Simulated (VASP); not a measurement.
A run of VASP 6.6.1:

File INCAR:

```
  PREC = Accurate
  ENCUT = 500
  EDIFF = 1E-7
  ISMEAR = 0
  SIGMA = 0.1
  LREAL = F
  LASPH = T
  NELM = 120
  ALGO = Normal
  ISIF = 3
  LWAVE = F
  LCHARG = F
  GGA = PS
  IBRION = 2
  NSW = 90
  EDIFFG = -0.04
  GGA_COMPAT = F
  NELMIN = 4
```

Contents of KPOINTS:

```
regular mesh
0
Gamma
  9 9 9
```

POSCAR

```
Mn
1.0
    1.9737376085      1.1395379396      0.7718882714
   -1.9737376085      1.1395379396      0.7718882714
    0.0000000000     -2.2790758792      0.7718882714
Mn
1
Direct
    0.5000000000      0.5000000000      0.5000000000
```

Potentials or basis: VASP PAW PBE potentials, release 64 (Mn_pv).

Run with:

```bash
$ cat potpaw_PBE.64/Mn_pv/POTCAR > POTCAR
$ mpirun -np 1 vasp_std > vasp.out
```

Hardware: 1 thread of Intel(R) Xeon(R) Platinum 8259CL CPU @ 2.50GHz (Skylake/Cascade Lake), on a shared host.

**Question.** How long does it take, and how much memory?

**Answer.** Wall time 27 s on 1 thread of Intel(R) Xeon(R) Platinum 8259CL CPU @ 2.50GHz (Skylake/Cascade Lake), on a shared host, peak memory 0.12 GiB. Counts: scf iterations 45, k points 85, ion steps 5.
